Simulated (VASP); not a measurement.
## P: single point with LDA

The system is P.

```
P
1.0
    -1.41838    1.41838    1.41838
     1.41838   -1.41838    1.41838
     1.41838    1.41838   -1.41838
P
1
Cartesian
  0.0000 0.0000 0.0000
```

This cell differs from its parent crystal: volume scaled by 0.84.

```json
{
 "Program": "VASP 6.6.1",
 "Task": "single point",
 "Functional": "LDA",
 "Potentials or basis": "VASP PAW LDA potentials, release 64 (P)",
 "Cutoff": "520 eV",
 "k mesh": "17 × 17 × 17",
 "Occupations": "fermi-dirac, width 0.05 eV",
 "Spin": "no spin polarisation",
 "Dipole correction": "no",
 "Further INCAR settings": "ALGO = Normal; EDIFF = 1e-07; NBANDS = 8"
}
```

```json
{
 "Pressure": "26.2 GPa"
}
```

Levels at points of the mesh, in eV from the Fermi level:
| k point | band 1 | band 2 | band 3 | band 4 | band 5 | band 6 | band 7 |
| --- | --- | --- | --- | --- | --- | --- | --- |
| (0.00, 0.00, 0.00) | -18.92 | 9.47 | 9.47 | 9.47 | 12.62 | 12.62 | 12.62 |

It took 5.7 s on 1 thread of Intel(R) Xeon(R) Platinum 8488C (Sapphire Rapids), on a shared host, peak memory 0.12 GiB.
